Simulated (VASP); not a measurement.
Input of a VASP 6.6.1 run:

INCAR

```
SYSTEM = W
PREC = Accurate ; ENCUT = 600
EDIFF = 1E-8 ; ISMEAR = -1
SIGMA = 0.15 ; LREAL = .False.
LASPH = .True. ; NELM = 60
ALGO = Normal ; ISIF = 3
LWAVE = .False. ; LCHARG = .True.
GGA = PE ; IBRION = 6
NFREE = 2 ; POTIM = 0.015
NSW = 1
```

File KPOINTS:

```
regular mesh
0
Gamma
  18 18 18
  0 0 0
```

Contents of POSCAR:

```
W
1.0
   -1.5920078500      1.5920078500      1.5920078500
    1.5920078500     -1.5920078500      1.5920078500
    1.5920078500      1.5920078500     -1.5920078500
W
1
Direct
    0.0000000000      0.0000000000      0.0000000000
```

Potentials or basis: VASP PAW PBE potentials, release 64 (W_sv).

Run with:

```sh
$ cat potpaw_PBE.64/W_sv/POTCAR > POTCAR
$ mpirun -np 1 vasp_std > vasp.out
```

Q: Predict the elastic constants C11, C12, C44.

A: 508, 206, 142 GPa.

Q: Predict the Voigt bulk modulus.

A: 307 GPa.

Clamped-ion elastic tensor (GPa):
```
508 206 206   0   0   0
206 508 206   0   0   0
206 206 508   0   0   0
  0   0   0 142   0   0
  0   0   0   0 142   0
  0   0   0   0   0 142
```
